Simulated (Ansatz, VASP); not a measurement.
## Ag in VASP and in Ansatz

File INCAR:

```
SYSTEM = Ag
PREC = Accurate
ENCUT = 520
EDIFF = 1E-7
ISMEAR = -1
SIGMA = 0.05
LREAL = .FALSE.
LASPH = .TRUE.
NELM = 100
ALGO = Normal
ISIF = 2
LWAVE = .FALSE.
LCHARG = .TRUE.
GGA = CA
LELF = .TRUE.
LVHAR = .TRUE.
NBANDS = 12
```

The input KPOINTS:

```
Automatic mesh
0
G
  15 15 15
  0 0 0
```

File POSCAR:

```
Ag
1.0
    0.0000000000      2.0566308579      2.0566308579
    2.0566308579      0.0000000000      2.0566308579
    2.0566308579      2.0566308579      0.0000000000
Ag
1
Direct
    0.0000000000      0.0000000000      0.0000000000
```

Input for Ansatz:

```yaml
crystal:
  lattice:
    - [0.0, 2.0566308579, 2.0566308579]
    - [2.0566308579, 0.0, 2.0566308579]
    - [2.0566308579, 2.0566308579, 0.0]
  atoms:
    - { symbol: Ag, position: [0.0, 0.0, 0.0] }
kpoints:
  mp_grid: { grid: [15, 15, 15] }
  band_path:
    path:
      - [0.0, 0.0, 0.0]
      - [0.5, 0.0, 0.5]
      - [0.625, 0.25, 0.625]
      - [0.375, 0.375, 0.75]
      - [0.0, 0.0, 0.0]
      - [0.5, 0.5, 0.5]
      - [0.5, 0.25, 0.75]
      - [0.5, 0.0, 0.5]
    npoints: 5
scf:
  occupations: { method: fermi_dirac, width: 0.05 }
hamiltonian:
  xc: lda
  pseudopotentials: { kind: all_electron, lapw: { basis_error: 0.001 } }
output:
  forces: true
  stress: true
  eigenvalues: true
```

Change from the starting cell: volume scaled by 1.02.

Alike in both runs: task single point; functional LDA; k mesh 15 × 15 × 15; occupations fermi-dirac, width 0.05 eV; no spin polarisation.

|  | VASP | Ansatz |
| --- | --- | --- |
| version | VASP 6.6.1 | Ansatz 0.2.0 |
| potentials or method | VASP PAW LDA potentials, release 64 (Ag), cutoff 520 eV | all-electron LAPW, scalar-relativistic |

|  | VASP | Ansatz | Ansatz less VASP |
| --- | --- | --- | --- |
| pressure (GPa) | -9.1 | -9.2 | -0.16 |

LDA's correlation is that of Perdew and Zunger in VASP and of Perdew and Wang (1992) in Ansatz. Ansatz ran all-electron here, and VASP with PAW potentials.
